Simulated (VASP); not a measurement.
# PbF2: single point with PBE

PbF2:

```xyz
3
Lattice="0.0000 2.9699 2.9699 2.9699 0.0000 2.9699 2.9699 2.9699 0.0000" Properties=species:S:1:pos:R:3 pbc="T T T"
Pb    0.1804   -0.1804   -0.1804
F     1.4849    1.4849    1.4849
F     4.4548    4.4548    4.4548
```

This cell differs from its parent crystal: all Pb atoms moved +0.312 Å, as atom 1 towards its neighbour atom 2 (F) at 2.572 Å.

* Program: VASP 6.6.1
* Task: single point
* Functional: PBE
* Potentials or basis: VASP PAW PBE potentials, release 64 (Pb_d, F)
* Cutoff: 520 eV
* k mesh: 8 × 8 × 8
* Occupations: gaussian, width 0.05 eV
* Spin: no spin polarisation

```json
{
 "Pressure": "4.4 GPa",
 "Largest force": "0.838 eV/Å",
 "Band gap on the k mesh": "4.46 eV, indirect (least direct gap 4.67 eV)"
}
```

Forces in eV/Å, atoms in the order of the input:
```
Pb  -0.484  0.484  0.484
F    0.402 -0.402 -0.402
F    0.082 -0.082 -0.082
```

Stress tensor (GPa, compression positive):
```
 4.41 -1.21 -1.21
-1.21  4.41  1.21
-1.21  1.21  4.41
```

Levels at points of the mesh, in eV from the valence-band top:
```csv
k point,band 12,band 13,band 14,band 15,band 16,band 17
"(0.00, 0.00, 0.00)",-2.04,-2.04,-1.94,6.73,6.73,7.24
"(0.50, 0.00, 0.00)",-2.28,-2.28,-0.11,5.14,7.62,7.62
"(0.00, 0.50, 0.00)",-2.23,-2.14,-0.07,4.92,7.62,7.94
"(0.50, 0.50, 0.00)",-1.72,-1.54,-0.20,4.46,7.72,7.88
```

Wall time 2 min on 1 thread of AMD EPYC 7R13, with other jobs on the host, peak memory 0.19 GiB.

Caveat: the cell differs from its parent crystal (all Pb atoms moved +0.312 Å, as atom 1 towards its neighbour atom 2 (F) at 2.572 Å); spin-orbit coupling is left out, which moves the levels of the heavy elements. A k mesh can miss the band edges.
